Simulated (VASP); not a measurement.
Runs of VASP 6.6.1 on InP. The structure is that of space group Fm-3m (No. 225), or close to it. The cells are those of the table. 

```tsv
task	cell	cutoff (eV)	smearing	gap on the mesh (eV)	pressure (GPa)
single point	a = 3.920 Å, angles 60.0°, 2 atoms	520	fermi-dirac 0.15 eV	none	0.0
single point	a = 3.946 Å, angles 60.0°, 2 atoms	520	fermi-dirac 0.15 eV	none	-1.4
relaxation of cell and atoms	relaxed from a = 3.915 Å, angles 60.0°, 2 atoms	600	gaussian 0.1 eV	none	0.0
single point	a = 3.894 Å, angles 60.0°, 2 atoms	520	fermi-dirac 0.15 eV	none	(a)
```

Alike in all rows: level PBE; potentials or basis VASP PAW PBE potentials, release 64 (In_d, P); no spin polarisation; k mesh 14 × 14 × 14.

Fill in the values left out.

(a) 1.5.

Caveats: spin-orbit coupling is left out, which moves the levels of the heavy elements.

A k mesh can miss the band edges, and the runs leave out spin-orbit coupling on In.

A gap of «none» marks levels without a gap at the run's occupations.
